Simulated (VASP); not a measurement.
CdTe, 2 atoms in the cell. Symmetry: P4/mmm, No. 123, tetragonal system. Conventional cell: a = 3.341 Å, b = 3.341 Å, c = 4.772 Å, α = 90.00°, β = 90.00°, γ = 90.00°. Within 4.4 Å of Cd (site symmetry 4/mmm) lie 4 Cd at 3.34 Å and 8 Te at 3.36 Å. Te (site symmetry 4/mmm) has 4 Te at 3.34 Å and 8 Cd at 3.36 Å within 4.4 Å. 

- Program: VASP 6.6.1
- Task: single point
- Functional: PBE
- Potentials or basis: VASP PAW PBE potentials, release 64 (Cd, Te)
- Cutoff: 520 eV
- k mesh: 4 × 4 × 4
- Occupations: gaussian, width 0.1 eV
- Spin: no spin polarisation
- Dipole correction: no
- Further INCAR settings: ALGO = Normal; EDIFF = 1e-06; NBANDS = 16

Potentials or basis: VASP PAW PBE potentials, release 64 (Cd, Te).

Run with:

```bash
$ cat potpaw_PBE.64/Cd/POTCAR potpaw_PBE.64/Te/POTCAR > POTCAR
$ mpirun -np 1 vasp_std > vasp.out
```

Hardware: 1 thread of Intel(R) Xeon(R) Platinum 8375C CPU @ 2.90GHz (Ice Lake) (shared host).

Question: Estimate the wall time of this run.

Answer: Wall time 16 s on 1 thread of Intel(R) Xeon(R) Platinum 8375C CPU @ 2.90GHz (Ice Lake) (shared host), peak memory 0.17 GiB. Counts: scf iterations 12, k points 18.
